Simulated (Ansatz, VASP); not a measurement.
**One calculation of B3C2Br, two programs**

```
B C Br
1.0
     3.61363    0.00000    0.00000
    -1.80681    3.12949    0.00000
     0.00000    0.00000    7.23757
B C Br
3 2 1
Direct
  0.00000 0.00000 0.50000
  0.33333 0.66667 0.00000
  0.33333 0.66667 0.50000
  0.66667 0.33333 0.23765
  0.66667 0.33333 0.76235
  0.00000 0.00000 0.00000
```

Change from the starting cell: species swapped into the Ce2CoSi3 type (P-6m2, No. 187).

Alike in both runs: task single point; functional PBE; k mesh 6 × 6 × 4; occupations gaussian, width 0.1 eV; no spin polarisation.

|  | VASP | Ansatz |
| --- | --- | --- |
| version | VASP 6.6.1 | Ansatz 0.2.0 |
| potentials or method | VASP PAW PBE potentials, release 64 (B, C, Br), cutoff 520 eV | scalar-relativistic, plane waves, PAW |
| valence electrons in the cell | 24 | 24 |

```csv
,VASP,Ansatz,Ansatz less VASP
gap on the k mesh at the Fermi level (eV),none,none,-
pressure (GPa),-16.2,-16.2,+0.01
"traceless stress, the component that is largest in VASP (GPa)",0.23,0.23,-0.002
rms of the force components (eV/Å),0.191,0.189,-0.0013
```

Atom by atom the forces differ by 0.001 eV/Å (rms over components). A gap of «none» marks a metal or a gap that the smearing closes. The functional is the same, so the differences come from potentials, cutoffs and numerics.
